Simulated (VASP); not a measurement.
# WC (Fm-3m) in VASP: a series of runs, part 2 of 3

VASP 6.6.1. The steps go on from the part before.

## 3. Single point, PBEsol+D4

This run uses another cell than the first one, of 10.15 Å³/atom, 1.004 times its volume.

INCAR reads:

```
SYSTEM = WC
ALGO     = Normal         ! electronic algorithm
EDIFF    = 1E-6           ! SCF threshold, eV
ENCUT    = 520            ! plane-wave cutoff, eV
GGA      = PS             ! functional
ISIF     = 2              ! what is computed and relaxed
ISMEAR   = -1             ! smearing method
IVDW     = 13             ! dispersion correction
LASPH    = .True.         ! aspherical terms in the spheres
LCHARG   = .True.         ! write CHGCAR
LELF     = .True.         ! ELF
LREAL    = .False.        ! projectors in reciprocal space
LVHAR    = .True.       
LWAVE    = .False.        ! write WAVECAR
NBANDS   = 16             ! bands
NELM     = 100            ! most SCF steps
PREC     = Accurate       ! precision mode
SIGMA    = 0.05           ! smearing width, eV
```

KPOINTS reads:

```
k-points
0
Gamma
  10 10 10
  0 0 0
```

POSCAR reads:

```
WC
1.0
    0.0000000000      2.1648775158      2.1648775158
    2.1648775158      0.0000000000      2.1648775158
    2.1648775158      2.1648775158      0.0000000000
W C
1 1
Direct
    0.0000000000      0.0000000000      0.0000000000
    0.5000000000      0.5000000000      0.5000000000
```

Potentials or basis: VASP PAW PBE potentials, release 64 (W_sv, C).

On the command line:

```bash
$ cat potpaw_PBE.64/W_sv/POTCAR potpaw_PBE.64/C/POTCAR > POTCAR
$ mpirun -np 1 vasp_std > vasp.out
```

OUTCAR:

```text
SYSTEM = WC
   EDIFF = 1E-6
   ENCUT = 520
   GGA = PS
   ISIF = 2
   ISMEAR = -1
   IVDW = 13
   LASPH = .True.
   LREAL = .False.
   NELM = 100
   PREC = Accurate

 ion  position               nearest neighbor table
   1  0.000  0.000  0.000-   2 2.16   2 2.16   2 2.16   2 2.16   2 2.16   2 2.16
   2  0.500  0.500  0.500-   1 2.16   1 2.16   1 2.16   1 2.16   1 2.16   1 2.16

  LATTYP: Found a face centered cubic cell.
 ALAT       =     4.3297550316

  Lattice vectors:

 A1 = (   0.0000000000,   2.1648775158,   2.1648775158)
 A2 = (   2.1648775158,   0.0000000000,   2.1648775158)
 A3 = (   2.1648775158,   2.1648775158,   0.0000000000)

Analysis of symmetry for initial positions (statically):
=====================================================================
 Subroutine PRICEL returns:
 Original cell was already a primitive cell.

 Routine SETGRP: Setting up the symmetry group for a
 face centered cubic supercell.

 Subroutine GETGRP returns: Found 48 space group operations
 (whereof 48 operations were pure point group operations)
 out of a pool of 48 trial point group operations.

The static configuration has the point symmetry O_h .

Analysis of symmetry for dynamics (positions and initial velocities):
=====================================================================
 Subroutine PRICEL returns:
 Original cell was already a primitive cell.

 Routine SETGRP: Setting up the symmetry group for a
 face centered cubic supercell.

 Subroutine GETGRP returns: Found 48 space group operations
 (whereof 48 operations were pure point group operations)
 out of a pool of 48 trial point group operations.

The dynamic configuration has the point symmetry O_h .

 Subroutine INISYM returns: Found 48 space group operations
 (whereof 48 operations are pure point group operations),
 and found     1 'primitive' translations

----------------------------------------------------------------------------------------

                                     Primitive cell

  volume of cell :      20.2922

  direct lattice vectors                    reciprocal lattice vectors
     0.000000000  2.164877516  2.164877516    -0.230959949  0.230959949  0.230959949
     2.164877516  0.000000000  2.164877516     0.230959949 -0.230959949  0.230959949
     2.164877516  2.164877516  0.000000000     0.230959949  0.230959949 -0.230959949

  length of vectors
     3.061599144  3.061599144  3.061599144     0.400034366  0.400034366  0.400034366

  position of ions in fractional coordinates (direct lattice)
     0.000000000  0.000000000  0.000000000
     0.500000000  0.500000000  0.500000000

  ion indices of the primitive-cell ions
   primitive index   ion index
                 1           1
                 2           2

----------------------------------------------------------------------------------------

 KPOINTS: k-points

Automatic generation of k-mesh.
 Grid dimensions read from file:
 generate k-points for:   10   10   10

 Generating k-lattice:

  Cartesian coordinates                     Fractional coordinates (reciprocal lattice)
    -0.023095995  0.023095995  0.023095995     0.100000000  0.000000000  0.000000000
     0.023095995 -0.023095995  0.023095995     0.000000000  0.100000000  0.000000000
     0.023095995  0.023095995 -0.023095995     0.000000000  0.000000000  0.100000000

  Length of vectors
     0.040003437  0.040003437  0.040003437

  Shift w.r.t. Gamma in fractional coordinates (k-lattice)
     0.000000000  0.000000000  0.000000000

 Subroutine IBZKPT returns following result:
 ===========================================

 Found     47 irreducible k-points:

 Following reciprocal coordinates:
            Coordinates               Weight
  0.000000  0.000000  0.000000      1.000000
  0.100000  0.000000  0.000000      8.000000
  0.200000  0.000000  0.000000      8.000000
  0.300000  0.000000  0.000000      8.000000
  0.400000  0.000000  0.000000      8.000000
  0.500000  0.000000  0.000000      4.000000
[... 16 lines left out ...]
  0.300000  0.300000  0.000000      6.000000
  0.400000  0.300000  0.000000     24.000000
 [... further k-points ...]
   k-points           NKPTS =     47   k-points in BZ     NKDIM =     47   number of bands    NBANDS=     16
   number of dos      NEDOS =    301   number of ions     NIONS =      2
   total plane-waves  NPLWV =  13824
   dimension x,y,z NGX =    24 NGY =   24 NGZ =   24
   dimension x,y,z NGXF=    48 NGYF=   48 NGZF=   48
   ions per type =               1   1
   NGX,Y,Z   is equivalent  to a cutoff of  13.03, 13.03, 13.03 a.u.
   NGXF,Y,Z  is equivalent  to a cutoff of  26.06, 26.06, 26.06 a.u.
 SYSTEM =  WC
   PREC   = accura    normal or accurate (medium, high low for compatibility)
   ISTART =      0    job   : 0-new  1-cont  2-samecut
   ICHARG =      2    charge: 1-file 2-atom 10-const
   ISPIN  =      1    spin polarized calculation?
   LNONCOLLINEAR =      F non collinear calculations
   LSORBIT =      F    spin-orbit coupling
   LASPH  =      T    aspherical Exc in radial PAW
   ENCUT  =  520.0 eV  38.22 Ry    6.18 a.u.   5.69  5.69  5.69*2*pi/ulx,y,z
   NELM   =    100;   NELMIN=  2; NELMDL= -5     # of ELM steps
   EDIFF  = 0.1E-05   stopping-criterion for ELM
   LREAL  =      F    real-space projection
   EDIFFG = 0.1E-04   stopping-criterion for IOM
   NSW    =      0    number of steps for IOM
   IBRION =     -1    ionic relax: 0-MD 1-quasi-New 2-CG
   NFREE  =      0    steps in history (QN), initial steepest desc. (CG)
   ISIF   =      2    stress and relaxation
   ISYM   =      2    0-nonsym 1-usesym 2-fastsym
   POTIM  = 0.5000    time-step for ionic-motion
   TEBEG  =    0.0;   TEEND  =   0.0 temperature during run
   PSTRESS=    0.0 pullay stress
   NELECT =      18.0000    total number of electrons
   NUPDOWN=      -1.0000    fix difference up-down
   EMIN   =  10.00;   EMAX   =-10.00  energy-range for DOS
   EFERMI =   0.00;   METHOD = LEGACY
   ISMEAR =    -1;   SIGMA  =   0.05  broadening in eV -4-tet -1-fermi 0-gaus
   EFERMI_NEDOS =   21; number of points for ismear=-14 and -15
   IALGO  =     38    algorithm
   IMIX   =      4    mixing-type and parameters
     AMIX     =   0.40;   BMIX     =  1.00
     AMIX_MAG =   1.60;   BMIX_MAG =  1.00
  volume/ion in A,a.u.               =      10.15        68.47
  Fermi-wavevector in a.u.,A,eV,Ry     =   1.572977  2.972495 33.664300  2.474256
  Thomas-Fermi vector in A             =   2.674330
   LORBIT       =      0    0 simple, 1 ext, 2 COOP (PROOUT), +10 PAW based schemes
   GGA     = PS    functional components
   LHFCALC =     F    Hartree Fock is set to
   AEXX    =    0.0000 exact exchange contribution
   IVDW    =    13    specifies the selected vdW correction
   LEPSILON=     F    determine dielectric tensor
   LRPA    =     F    only Hartree local field effects (RPA)
 non-spin polarized calculation
  energy-cutoff  :      520.00
  volume of cell :       20.29
 maximum number of plane-waves:       568
   NGX = 11   NGY = 11   NGZ = 11

 number of electron      17.9999999 magnetization

 Free energy of the ion-electron system (eV)
  ---------------------------------------------------
  ext. energy  EPLUGINS =         0.00000000
  ---------------------------------------------------
  free energy    TOTEN  =       -23.01042351 eV

  energy without entropy =      -23.00426169  energy(sigma->0) =      -23.00734260

 E-fermi :  12.8993     XC(G=0): -14.0551

 val. band max:       12.8031964524   @ k =   0.3000   0.2000   0.1000
 cond. band min:      12.9282364919   @ k =  -0.1000   0.1000   0.0000
 fundamental gap:      0.1250400396
 Fermi energy:        12.8993108643

 k-point     1 :       0.0000    0.0000    0.0000
  band No.  band energies     occupation
      1     -62.4975      2.00000
      2     -26.4912      2.00000
      3     -26.4912      2.00000
      4     -26.4912      2.00000
      5      -3.2749      2.00000
      6       9.9382      2.00000
[... 8 lines left out ...]
     15      22.4258      0.00000
     16      36.7895      0.00000
[... 419 lines left out ...]
 k-point    24 :       0.4000    0.3000    0.0000
  band No.  band energies     occupation
      1     -62.4493      2.00000
      2     -26.9929      2.00000
      3     -26.6968      2.00000
      4     -26.6759      2.00000
      5      -0.7353      2.00000
      6       5.5737      2.00000
[... 8 lines left out ...]
     15      24.8891      0.00000
     16      28.6410      0.00000

 [... further k-points ...]

------------------------ aborting loop because EDIFF is reached ----------------------------------------

  DFT-D4 for vdW energy calculation

  Edisp (eV):   -0.57828

  FORCE on cell =-STRESS in cart. coord.  units (eV):
  Direction    XX          YY          ZZ          XY          YZ          ZX
  --------------------------------------------------------------------------------------
  -------------------------------------------------------------------------------------
  Total       0.14838     0.14838     0.14838    -0.00000    -0.00000     0.00000
  in kB      11.71519    11.71519    11.71519    -0.00000    -0.00000     0.00000
  external pressure =       11.72 kB  Pullay stress =        0.00 kB

 VOLUME and BASIS-vectors are now :
 -----------------------------------------------------------------------------
  energy-cutoff  :      520.00
  volume of cell :       20.29
      direct lattice vectors                 reciprocal lattice vectors
     0.000000000  2.164877516  2.164877516    -0.230959949  0.230959949  0.230959949
     2.164877516  0.000000000  2.164877516     0.230959949 -0.230959949  0.230959949
     2.164877516  2.164877516  0.000000000     0.230959949  0.230959949 -0.230959949

 POSITION                                       TOTAL-FORCE (eV/Angst)
 -----------------------------------------------------------------------------------
      0.00000      0.00000      0.00000         0.000000      0.000000      0.000000
      2.16488      2.16488      2.16488        -0.000000     -0.000000     -0.000000
 -----------------------------------------------------------------------------------
    total drift:                                0.000000     -0.000000     -0.000000

  FREE ENERGIE OF THE ION-ELECTRON SYSTEM (eV)
  ---------------------------------------------------
  free  energy   TOTEN  =       -23.5887018664 eV

  energy  without entropy=      -23.5825400446  energy(sigma->0) =      -23.58562096
```

Run time: 7.9 s. Hardware: 1 thread of AMD EPYC 9R45 (Zen 5), shared host; peak memory 0.12 GiB.

What came out:

| Item | Value |
| --- | --- |
| Free energy | -23.5887 eV |
| Pressure | 1.2 GPa |
| Band gap on the k mesh | zero (band 9 reaches 13.98 eV, above the bottom of band 10 at 10.60 eV) |
| Dispersion energy per atom | -0.289 eV |

Caveat: the PAW data sets were made with another functional, which shifts forces and pressure a little; spin-orbit coupling is left out, which moves the levels of the heavy elements; pairwise dispersion overbinds metals, which lowers pressure and volume.

## 4. Single point, PBEsol

This run uses another cell than the first one, of 10.25 Å³/atom, 1.014 times its volume.

INCAR reads:

```
ALGO     = Normal         # electronic algorithm
EDIFF    = 1E-6           # SCF threshold, eV
ENCUT    = 520            # plane-wave cutoff, eV
GGA      = PS             # functional
ISIF     = 2              # what is computed and relaxed
ISMEAR   = -1             # smearing method
LASPH    = True           # aspherical terms in the spheres
LCHARG   = False          # write CHGCAR
LREAL    = False          # projectors in reciprocal space
LWAVE    = False          # write WAVECAR
NBANDS   = 16             # bands
NELM     = 80             # most SCF steps
PREC     = Accurate       # precision mode
SIGMA    = 0.05           # smearing width, eV
```

KPOINTS reads:

```
k-points
0
Gamma
  10 10 10
```

POSCAR reads:

```
WC
1.0
    0.0000000000      2.1723968487      2.1723968487
    2.1723968487      0.0000000000      2.1723968487
    2.1723968487      2.1723968487      0.0000000000
W C
1 1
Direct
    0.0000000000      0.0000000000      0.0000000000
    0.5000000000      0.5000000000      0.5000000000
```

On the command line:

```bash
$ cat potpaw_PBE.64/W_sv/POTCAR potpaw_PBE.64/C/POTCAR > POTCAR
$ mpirun -np 1 vasp_std > vasp.out
```

It took 7.2 s on 1 thread of AMD EPYC 9R45 (Zen 5), shared host; peak memory 0.12 GiB.

The run converged. Its results:

```
Free energy            : -23.0148 eV
Pressure               : 1.1 GPa
Band gap on the k mesh : zero (band 9 reaches 13.79 eV, above the bottom of band 10 at 10.47 eV)
```

Levels at points of the mesh, in eV from the Fermi level:
| k point | band 5 | band 6 | band 7 | band 8 | band 9 | band 10 | band 11 | band 12 | band 13 | band 14 |
| --- | --- | --- | --- | --- | --- | --- | --- | --- | --- | --- |
| (0.00, 0.00, 0.00) | -16.08 | -2.92 | -2.92 | -2.92 | -1.14 | -1.14 | -1.14 | -1.05 | -1.05 | 6.79 |
| (0.50, 0.00, 0.00) | -11.24 | -10.11 | -6.83 | -6.83 | 1.06 | 1.06 | 2.40 | 4.89 | 9.07 | 9.07 |
| (0.50, 0.50, 0.00) | -13.83 | -6.06 | -5.71 | -2.58 | -2.58 | 0.85 | 2.34 | 2.34 | 5.64 | 7.61 |

Caveat: the PAW data sets were made with another functional, which shifts forces and pressure a little; spin-orbit coupling is left out, which moves the levels of the heavy elements.

(Part 2 of 3 ends here.)
